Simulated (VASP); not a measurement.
Input of a VASP 6.6.1 run:

File INCAR:

```
PREC = Accurate
ENCUT = 520
EDIFF = 1E-6
ISMEAR = 0
SIGMA = 0.05
LREAL = False
LASPH = True
NELM = 60
ALGO = Normal
ISIF = 2
LWAVE = False
LCHARG = True
GGA = PE
LELF = True
LVHAR = True
NBANDS = 16
```

The input KPOINTS:

```
Automatic mesh
0
Gamma
  14 14 14
```

File POSCAR:

```
GaN
1.0
    0.0000000000      2.1992920500      2.1352350000
    2.1992920500      0.0000000000      2.1352350000
    2.1992920500      2.1992920500      0.0000000000
Ga N
1 1
Direct
    0.0000000000      0.0000000000      0.0000000000
    0.5000000000      0.5000000000      0.5000000000
```

Potentials or basis: VASP PAW PBE potentials, release 64 (Ga_d, N).

The run is started by

```bash
$ cat potpaw_PBE.64/Ga_d/POTCAR potpaw_PBE.64/N/POTCAR > POTCAR
$ mpirun -np 1 vasp_std > vasp.out
```

Q: Estimate the band gap on the k mesh.

A: Zero (band 9 reaches 6.83 eV, above the bottom of band 10 at 6.71 eV).

Q: What does it give for the pressure?

A: -10.1 GPa.

Stress tensor (GPa, compression positive):
```
-11.06   0.00   0.00
  0.00 -11.06   0.00
  0.00   0.00  -8.04
```

Caveat: the cell differs from its parent crystal (strain +0.030 along x and y, +0.000 along z).
